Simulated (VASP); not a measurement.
Crystal: GaCo.

```xyz
2
Lattice="3.0153 0.0000 0.0000 0.0000 3.0153 0.0000 0.0000 0.0000 3.0153" Properties=species:S:1:pos:R:3 pbc="T T T"
Ga    1.5076    1.5076    1.5076
Co    0.0000    0.0000    0.0000
```

* Program: VASP 6.6.1
* Task: relaxation of cell and atoms
* Functional: PBEsol
* Potentials or basis: VASP PAW PBE potentials, release 64 (Ga_d, Co_sv)
* Cutoff: 690 eV
* k mesh: 9 × 9 × 9
* Occupations: fermi-dirac, width 0.05 eV
* Spin: collinear spin, ferromagnetic start
* Starting moments: [0.0, 2.0] μB
* Hubbard terms: Co d U = 5.3 eV

At the start: pressure -1.8 GPa; volume 13.71 Å³/atom.

Problem. How do energy, volume and symmetry change on relaxing?

Solution. Over 5 steps the energy falls by 6.2 meV/atom and the volume is 13.04 Å³/atom (-4.8 %); space group Pm-3m (No. 221, to 0.1 Å) before and after; moment 1.54 μB per cell.

The path:
```csv
step,energy change (eV),largest force (eV/Å),pressure (GPa),volume (Å³)
1,0.0000,0.0000,-1.80,27.41
2,-0.0068,0.0000,-2.17,26.81
3,0.0014,0.0000,4.15,25.04
4,-0.0123,0.0000,-0.25,26.16
5,-0.0124,0.0000,0.02,26.09
```

Final structure:
```xyz
2
Lattice="2.9658 0.0000 0.0000 0.0000 2.9658 0.0000 0.0000 0.0000 2.9658" Properties=species:S:1:pos:R:3 pbc="T T T"
Ga    1.4829    1.4829    1.4829
Co    0.0000    0.0000    0.0000
```

Caveat: the PAW data sets were made with another functional, which shifts forces and pressure a little; the U is typed as a test and isn't derived for this compound.
